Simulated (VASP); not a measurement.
# W (P4_2/mmc) in VASP: further runs

The runs below take W through single point, with PBE.

Program: VASP 6.6.1. These are calculated values, not measurements. Logs are shortened: lines on timing, memory, paths and dates and some standing lists are left out, and cuts for length are marked.

## Step 1: The cell of the first run

It takes space group P4_2/mmc (No. 131, tetragonal). The conventional cell has a = 5.083 Å, b = 5.083 Å, c = 4.931 Å, α = 90.00°, β = 90.00°, γ = 90.00°. W (site symmetry mmm) has 12 W at 2.77 to 2.84 Å within 3.7 Å. W (site symmetry -4m2) has 14 W at 2.47 to 3.10 Å within 3.3 Å. W (site symmetry m2m) has 14 W at 2.54 to 3.10 Å within 3.4 Å.

## Step 2: Single point, PBE (z stretched by -3 %, then relaxed in part)

INCAR reads:

```
SYSTEM = W
PREC = Accurate
ENCUT = 520
EDIFF = 1E-6
ISMEAR = -1
SIGMA = 0.05
LREAL = .False.
LASPH = .True.
NELM = 80
ALGO = Normal
ISIF = 2
LWAVE = .False.
LCHARG = .False.
GGA = PE
NBANDS = 66
```

KPOINTS reads:

```
regular mesh
0
Gamma
  9 9 9
  0 0 0
```

POSCAR reads:

```
W
1.0
    5.0830000000      0.0000000000      0.0000000000
    0.0000000000      5.0830000000      0.0000000000
    0.0000000000      0.0000000000      4.9305100000
W
8
Direct
    0.0000000000      0.0000000000      0.0000000000
    0.5000000000      0.5000000000      0.5000000000
    0.0000000000      0.5000000000      0.2500000000
    0.0000000000      0.5000000000      0.7500000000
    0.2501688646      0.0000000000      0.5000000000
    0.7498311354      0.0000000000      0.5000000000
    0.5000000000      0.7501688646      0.0000000000
    0.5000000000      0.2498311354      0.0000000000
```

Potentials or basis: VASP PAW PBE potentials, release 64 (W_sv).

Started as:

```console
> cat potpaw_PBE.64/W_sv/POTCAR > POTCAR
> mpirun -np 1 vasp_std > vasp.out
```

OUTCAR:

```text
SYSTEM = W
   PREC = Accurate
   ENCUT = 520
   EDIFF = 1E-6
   ISMEAR = -1
   LREAL = .False.
   LASPH = .True.
   NELM = 80
   ISIF = 2
   GGA = PE

 ion  position               nearest neighbor table
   1  0.000  0.000  0.000-   5 2.77   6 2.77   5 2.77   6 2.77   3 2.82   4 2.82   3 2.82   4 2.82
                             7 2.84   8 2.84   7 2.84   8 2.84
   2  0.500  0.500  0.500-   7 2.77   8 2.77   7 2.77   8 2.77   3 2.82   4 2.82   3 2.82   4 2.82
                             5 2.84   6 2.84   5 2.84   6 2.84
   3  0.000  0.500  0.250-   4 2.47   4 2.47   1 2.82   2 2.82   1 2.82   2 2.82   8 3.10   5 3.10
                             6 3.10   5 3.10   6 3.10   7 3.10   7 3.10   8 3.10
   4  0.000  0.500  0.750-   3 2.47   3 2.47   1 2.82   2 2.82   1 2.82   2 2.82   8 3.10   5 3.10
                             6 3.10   5 3.10   6 3.10   7 3.10   7 3.10   8 3.10
   5  0.250  0.000  0.500-   6 2.54   6 2.54   1 2.77   1 2.77   2 2.84   2 2.84   7 3.05   8 3.05
                             8 3.05   7 3.05   3 3.10   3 3.10   4 3.10   4 3.10
   6  0.750  0.000  0.500-   5 2.54   5 2.54   1 2.77   1 2.77   2 2.84   2 2.84   7 3.05   7 3.05
                             8 3.05   8 3.05   4 3.10   3 3.10   3 3.10   4 3.10
   7  0.500  0.750  0.000-   8 2.54   8 2.54   2 2.77   2 2.77   1 2.84   1 2.84   5 3.05   6 3.05
                             5 3.05   6 3.05   3 3.10   4 3.10   3 3.10   4 3.10
   8  0.500  0.250  0.000-   7 2.54   7 2.54   2 2.77   2 2.77   1 2.84   1 2.84   6 3.05   5 3.05
                             6 3.05   5 3.05   4 3.10   3 3.10   3 3.10   4 3.10

  LATTYP: Found a simple tetragonal cell.
 ALAT       =     5.0830000000
 C/A-ratio  =     0.9700000000

  Lattice vectors:

 A1 = (   5.0830000000,   0.0000000000,   0.0000000000)
 A2 = (   0.0000000000,   5.0830000000,   0.0000000000)
 A3 = (   0.0000000000,   0.0000000000,   4.9305100000)

Analysis of symmetry for initial positions (statically):
=====================================================================
 Subroutine PRICEL returns:
 Original cell was already a primitive cell.

 Routine SETGRP: Setting up the symmetry group for a
 simple tetragonal supercell.

 Subroutine GETGRP returns: Found 16 space group operations
 (whereof  8 operations were pure point group operations)
 out of a pool of 16 trial point group operations.

The static configuration has the point symmetry D_2h.
 The point group associated with its full space group is D_4h.

Analysis of symmetry for dynamics (positions and initial velocities):
=====================================================================
 Subroutine PRICEL returns:
 Original cell was already a primitive cell.

 Routine SETGRP: Setting up the symmetry group for a
 simple tetragonal supercell.

 Subroutine GETGRP returns: Found 16 space group operations
 (whereof  8 operations were pure point group operations)
[... 121 lines left out ...]
   ISIF   =      2    stress and relaxation
   ISYM   =      2    0-nonsym 1-usesym 2-fastsym
   POTIM  = 0.5000    time-step for ionic-motion
   TEBEG  =    0.0;   TEEND  =   0.0 temperature during run
   PSTRESS=    0.0 pullay stress
   NELECT =     112.0000    total number of electrons
   NUPDOWN=      -1.0000    fix difference up-down
   EMIN   =  10.00;   EMAX   =-10.00  energy-range for DOS
   EFERMI =   0.00;   METHOD = LEGACY
   ISMEAR =    -1;   SIGMA  =   0.05  broadening in eV -4-tet -1-fermi 0-gaus
   EFERMI_NEDOS =   21; number of points for ismear=-14 and -15
   IALGO  =     38    algorithm
   IMIX   =      4    mixing-type and parameters
     AMIX     =   0.40;   BMIX     =  1.00
     AMIX_MAG =   1.60;   BMIX_MAG =  1.00
  volume/ion in A,a.u.               =      15.92       107.46
  Fermi-wavevector in a.u.,A,eV,Ry     =   1.568328  2.963710 33.465595  2.459652
  Thomas-Fermi vector in A             =   2.670375
   LORBIT       =      0    0 simple, 1 ext, 2 COOP (PROOUT), +10 PAW based schemes
   GGA     = PE    functional components
   LHFCALC =     F    Hartree Fock is set to
   AEXX    =    0.0000 exact exchange contribution
   IVDW    =     0    specifies the selected vdW correction
   LEPSILON=     F    determine dielectric tensor
   LRPA    =     F    only Hartree local field effects (RPA)
 non-spin polarized calculation
  energy-cutoff  :      520.00
  volume of cell :      127.39
 maximum number of plane-waves:      3458
 NGX is ok and might be reduce to    40
   NGX = 19   NGY = 19   NGZ = 19

 number of electron     111.9999988 magnetization

 Free energy of the ion-electron system (eV)
  ---------------------------------------------------
  ext. energy  EPLUGINS =         0.00000000
  ---------------------------------------------------
  free energy    TOTEN  =      -102.66821897 eV

  energy without entropy =     -102.64128414  energy(sigma->0) =     -102.65475156

 E-fermi :  11.1634     XC(G=0): -13.5998

 val. band max:       11.1614177792   @ k =   0.3333   0.1111   0.0000
 cond. band min:      11.1731189822   @ k =   0.0000   0.0000   0.2222
 fundamental gap:      0.0117012030
 Fermi energy:        11.1633576860

 k-point     1 :       0.0000    0.0000    0.0000
  band No.  band energies     occupation
      1     -62.8772      2.00000
      2     -62.8253      2.00000
      3     -62.7998      2.00000
      4     -62.6693      2.00000
      5     -62.6693      2.00000
      6     -62.6562      2.00000
[... 1645 lines left out ...]
     65      13.7892      0.00000
     66      14.1881      0.00000

 [... further k-points ...]
[... 5 lines left out ...]
  --------------------------------------------------------------------------------------
  -------------------------------------------------------------------------------------
  Total        4.0225954      4.0225954     15.8467074      0.0000000      0.0000000      0.0000000
  in kB       50.5923527     50.5923527    199.3047082      0.0000000      0.0000000      0.0000000
  external PRESSURE =     100.1631378 kB  Pullay stress =       0.0000000 kB

 VOLUME and BASIS-vectors are now :
 -----------------------------------------------------------------------------
  energy-cutoff  :      520.00
  volume of cell :      127.39
      direct lattice vectors                 reciprocal lattice vectors
     5.083000000  0.000000000  0.000000000     0.196734212  0.000000000  0.000000000
     0.000000000  5.083000000  0.000000000     0.000000000  0.196734212  0.000000000
     0.000000000  0.000000000  4.930510000     0.000000000  0.000000000  0.202818775

 POSITION                                       TOTAL-FORCE (eV/Angst)
 -----------------------------------------------------------------------------------
      0.00000      0.00000      0.00000         0.000000      0.000000     -0.000000
      2.54150      2.54150      2.46525         0.000000      0.000000     -0.000000
      0.00000      2.54150      1.23263         0.000000      0.000000      0.000000
      0.00000      2.54150      3.69788         0.000000      0.000000      0.000000
      1.27161      0.00000      2.46525         0.000465     -0.000000     -0.000000
      3.81139      0.00000      2.46525        -0.000465     -0.000000      0.000000
      2.54150      3.81311      0.00000         0.000000      0.000465     -0.000000
      2.54150      1.26989      0.00000         0.000000     -0.000465     -0.000000
 -----------------------------------------------------------------------------------
    total drift:                                0.000000     -0.000000      0.000000

  FREE ENERGIE OF THE ION-ELECTRON SYSTEM (eV)
  ---------------------------------------------------
  free  energy   TOTEN  =      -102.6682189741 eV

  energy  without entropy=     -102.6412841396  energy(sigma->0) =     -102.65475156
```

Run time: 6.6 min. Hardware: 1 thread of AMD EPYC 9R45 (Zen 5), shared host; peak memory 0.49 GiB.

Results:

| Item | Value |
| --- | --- |
| Free energy | -102.6682 eV |
| Pressure | 10.0 GPa |
| Band gap on the k mesh | zero (bands 56 and 57 overlap by 0.83 eV) |

Levels at points of the mesh, in eV from the Fermi level:
| k point | band 54 | band 55 | band 56 | band 57 | band 58 | band 59 |
| --- | --- | --- | --- | --- | --- | --- |
| (0.00, 0.00, 0.00) | -1.40 | -0.52 | -0.52 | -0.50 | 1.59 | 1.65 |

Caveat: the cell differs from its parent crystal (z stretched by -3 %, then relaxed in part); the cell stands under pressure; spin-orbit coupling is left out, which moves the levels of the heavy elements.

## Step 3: Single point, PBE (z stretched by +2 %, then relaxed in part)

INCAR reads:

```
PREC = Accurate ; ENCUT = 520
EDIFF = 1E-6 ; ISMEAR = -1
SIGMA = 0.05 ; LREAL = F
LASPH = T ; NELM = 100
ALGO = Normal ; ISIF = 2
LWAVE = F ; LCHARG = F
GGA = PE ; NBANDS = 66
```

KPOINTS reads:

```
Automatic mesh
0
Gamma
  9 9 9
```

POSCAR reads:

```
W
1.0
    5.0830000000      0.0000000000      0.0000000000
    0.0000000000      5.0830000000      0.0000000000
    0.0000000000      0.0000000000      5.1846600000
W
8
Direct
    0.0000000000      0.0000000000      0.0000000000
    0.5000000000      0.5000000000      0.5000000000
    0.0000000000      0.5000000000      0.2500000000
    0.0000000000      0.5000000000      0.7500000000
    0.2500000000      0.0000000000      0.5000000000
    0.7500000000      0.0000000000      0.5000000000
    0.5000000000      0.7500000000      0.0000000000
    0.5000000000      0.2500000000      0.0000000000
```

Potentials or basis: VASP PAW PBE potentials, release 64 (W_sv).

Started as:

```console
> cat potpaw_PBE.64/W_sv/POTCAR > POTCAR
> mpirun -np 1 vasp_std > vasp.out
```

OUTCAR:

```text
PREC = Accurate
   ENCUT = 520
   EDIFF = 1E-6
   ISMEAR = -1
   LREAL = F
   LASPH = T
   NELM = 100
   ISIF = 2
   GGA = PE

 ion  position               nearest neighbor table
   1  0.000  0.000  0.000-   7 2.84   8 2.84   7 2.84   8 2.84   3 2.85   4 2.85   3 2.85   4 2.85
                             5 2.89   6 2.89   5 2.89   6 2.89
   2  0.500  0.500  0.500-   5 2.84   6 2.84   5 2.84   6 2.84   3 2.85   4 2.85   3 2.85   4 2.85
                             7 2.89   8 2.89   7 2.89   8 2.89
   3  0.000  0.500  0.250-   4 2.59   4 2.59   1 2.85   2 2.85   1 2.85   2 2.85   8 3.12   5 3.12
                             6 3.12   5 3.12   6 3.12   7 3.12   7 3.12   8 3.12
   4  0.000  0.500  0.750-   3 2.59   3 2.59   1 2.85   2 2.85   1 2.85   2 2.85   8 3.12   5 3.12
                             6 3.12   5 3.12   6 3.12   7 3.12   7 3.12   8 3.12
   5  0.250  0.000  0.500-   6 2.54   6 2.54   2 2.84   2 2.84   1 2.89   1 2.89   3 3.12   3 3.12
                             4 3.12   4 3.12   8 3.15   7 3.15   7 3.15   8 3.15
   6  0.750  0.000  0.500-   5 2.54   5 2.54   2 2.84   2 2.84   1 2.89   1 2.89   3 3.12   3 3.12
                             4 3.12   4 3.12   8 3.15   7 3.15   7 3.15   8 3.15
   7  0.500  0.750  0.000-   8 2.54   8 2.54   1 2.84   1 2.84   2 2.89   2 2.89   3 3.12   4 3.12
                             3 3.12   4 3.12   5 3.15   6 3.15   5 3.15   6 3.15
   8  0.500  0.250  0.000-   7 2.54   7 2.54   1 2.84   1 2.84   2 2.89   2 2.89   3 3.12   4 3.12
                             3 3.12   4 3.12   5 3.15   6 3.15   5 3.15   6 3.15

  LATTYP: Found a simple tetragonal cell.
 ALAT       =     5.0830000000
 C/A-ratio  =     1.0200000000

  Lattice vectors:

 A1 = (   5.0830000000,   0.0000000000,   0.0000000000)
 A2 = (   0.0000000000,   5.0830000000,   0.0000000000)
 A3 = (   0.0000000000,   0.0000000000,   5.1846600000)

Analysis of symmetry for initial positions (statically):
=====================================================================
 Subroutine PRICEL returns:
 Original cell was already a primitive cell.

 Routine SETGRP: Setting up the symmetry group for a
 simple tetragonal supercell.

 Subroutine GETGRP returns: Found 16 space group operations
 (whereof  8 operations were pure point group operations)
[... 154 lines left out ...]
   LORBIT       =      0    0 simple, 1 ext, 2 COOP (PROOUT), +10 PAW based schemes
   GGA     = PE    functional components
   LHFCALC =     F    Hartree Fock is set to
   AEXX    =    0.0000 exact exchange contribution
   IVDW    =     0    specifies the selected vdW correction
   LEPSILON=     F    determine dielectric tensor
   LRPA    =     F    only Hartree local field effects (RPA)
 non-spin polarized calculation
  energy-cutoff  :      520.00
  volume of cell :      133.96
 maximum number of plane-waves:      3663
 NGX is ok and might be reduce to    40
   NGX = 19   NGY = 19   NGZ = 19

 number of electron     112.0000007 magnetization

 Free energy of the ion-electron system (eV)
  ---------------------------------------------------
  ext. energy  EPLUGINS =         0.00000000
  ---------------------------------------------------
  free energy    TOTEN  =      -102.81525399 eV

  energy without entropy =     -102.78825673  energy(sigma->0) =     -102.80175536

 E-fermi :  10.4547     XC(G=0): -13.3186

 val. band max:       10.4483761059   @ k =   0.4444   0.0000   0.4444
 cond. band min:      10.4559210638   @ k =   0.4444   0.1111   0.3333
 fundamental gap:      0.0075449579
 Fermi energy:        10.4546650964

 k-point     1 :       0.0000    0.0000    0.0000
  band No.  band energies     occupation
      1     -63.6453      2.00000
      2     -63.6128      2.00000
      3     -63.5973      2.00000
      4     -63.4893      2.00000
      5     -63.4780      2.00000
      6     -63.4780      2.00000
[... 1645 lines left out ...]
     65      12.9265      0.00000
     66      13.2575      0.00000

 [... further k-points ...]
[... 5 lines left out ...]
  --------------------------------------------------------------------------------------
  -------------------------------------------------------------------------------------
  Total       -2.4170628     -2.4170628     -9.1295090      0.0000000      0.0000000      0.0000000
  in kB      -28.9093288    -28.9093288   -109.1936799      0.0000000      0.0000000      0.0000000
  external PRESSURE =     -55.6707792 kB  Pullay stress =       0.0000000 kB

 VOLUME and BASIS-vectors are now :
 -----------------------------------------------------------------------------
  energy-cutoff  :      520.00
  volume of cell :      133.96
      direct lattice vectors                 reciprocal lattice vectors
     5.083000000  0.000000000  0.000000000     0.196734212  0.000000000  0.000000000
     0.000000000  5.083000000  0.000000000     0.000000000  0.196734212  0.000000000
     0.000000000  0.000000000  5.184660000     0.000000000  0.000000000  0.192876679

 POSITION                                       TOTAL-FORCE (eV/Angst)
 -----------------------------------------------------------------------------------
      0.00000      0.00000      0.00000         0.000000      0.000000     -0.000000
      2.54150      2.54150      2.59233         0.000000      0.000000     -0.000000
      0.00000      2.54150      1.29617         0.000000      0.000000      0.000000
      0.00000      2.54150      3.88849         0.000000      0.000000     -0.000000
      1.27075      0.00000      2.59233        -0.007181     -0.000000     -0.000000
      3.81225      0.00000      2.59233         0.007181      0.000000     -0.000000
      2.54150      3.81225      0.00000         0.000000     -0.007181      0.000000
      2.54150      1.27075      0.00000        -0.000000      0.007181     -0.000000
 -----------------------------------------------------------------------------------
    total drift:                                0.000000     -0.000000      0.000000

  FREE ENERGIE OF THE ION-ELECTRON SYSTEM (eV)
  ---------------------------------------------------
  free  energy   TOTEN  =      -102.8152539877 eV

  energy  without entropy=     -102.7882567250  energy(sigma->0) =     -102.80175536
```

It took 6.6 min on 1 thread of AMD EPYC 9R45 (Zen 5), shared host; peak memory 0.5 GiB.

Results:

| Quantity | Value |
| --- | --- |
| Free energy | -102.8153 eV |
| Pressure | -5.6 GPa |
| Largest force | 0.007 eV/Å |
| Band gap on the k mesh | zero (bands 56 and 57 overlap by 0.70 eV) |

Forces in eV/Å, atoms in the order of the input:
```
W    0.000  0.000  0.000
W    0.000  0.000  0.000
W    0.000  0.000  0.000
W    0.000  0.000  0.000
W   -0.007  0.000  0.000
W    0.007  0.000  0.000
W    0.000 -0.007  0.000
W    0.000  0.007  0.000
```

Levels at points of the mesh, in eV from the Fermi level:
```csv
k point,band 54,band 55,band 56,band 57,band 58,band 59
"(0.00, 0.00, 0.00)",-1.36,-0.44,-0.44,-0.43,1.55,1.55
```

Caveat: the cell differs from its parent crystal (z stretched by +2 %, then relaxed in part); the cell stands under tension; spin-orbit coupling is left out, which moves the levels of the heavy elements.
